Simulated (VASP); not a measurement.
A run of VASP 6.6.1 is set up as follows.

Contents of INCAR:

```
SYSTEM = TiN
  PREC = Accurate
  ENCUT = 600
  EDIFF = 1E-6
  ISMEAR = 0
  SIGMA = 0.1
  LREAL = .False.
  LASPH = .True.
  NELM = 80
  ALGO = Normal
  ISIF = 3
  LWAVE = .False.
  LCHARG = .False.
  GGA = PS
  IBRION = 2
  NSW = 100
  EDIFFG = -0.005
```

KPOINTS

```
Automatic mesh
0
Gamma
  18 18 18
  0 0 0
```

POSCAR

```
TiN
1.0
    0.0000000000      2.1220000000      2.1220000000
    2.1220000000      0.0000000000      2.1220000000
    2.1220000000      2.1220000000      0.0000000000
Ti N
1 1
Direct
    0.0000000000      0.0000000000      0.0000000000
    0.5000000000      0.5000000000      0.5000000000
```

Potentials or basis: VASP PAW PBE potentials, release 64 (Ti_sv, N).

The run is started by

```sh
$ cat potpaw_PBE.64/Ti_sv/POTCAR potpaw_PBE.64/N/POTCAR > POTCAR
$ mpirun -np 1 vasp_std > vasp.out
```

Task: Predict the space group after relaxing (to 0.05 Å).

Result: Fm-3m (No. 225).

Task: What does it give for the relaxed cell?

Result: a = 2.974 Å, b = 2.974 Å, c = 2.974 Å, α = 60.00°, β = 60.00°, γ = 60.00°.

Final structure:
```cif
data_structure
_symmetry_space_group_name_H-M 'P 1'
_symmetry_Int_Tables_number 1
_cell_length_a 2.9741
_cell_length_b 2.9741
_cell_length_c 2.9741
_cell_angle_alpha 60.000
_cell_angle_beta 60.000
_cell_angle_gamma 60.000
_cell_volume 18.60
loop_
_atom_site_label
_atom_site_type_symbol
_atom_site_fract_x
_atom_site_fract_y
_atom_site_fract_z
_atom_site_occupancy
Ti1 Ti 0.00000 0.00000 0.00000 1
N1 N 0.50000 0.50000 0.50000 1
```
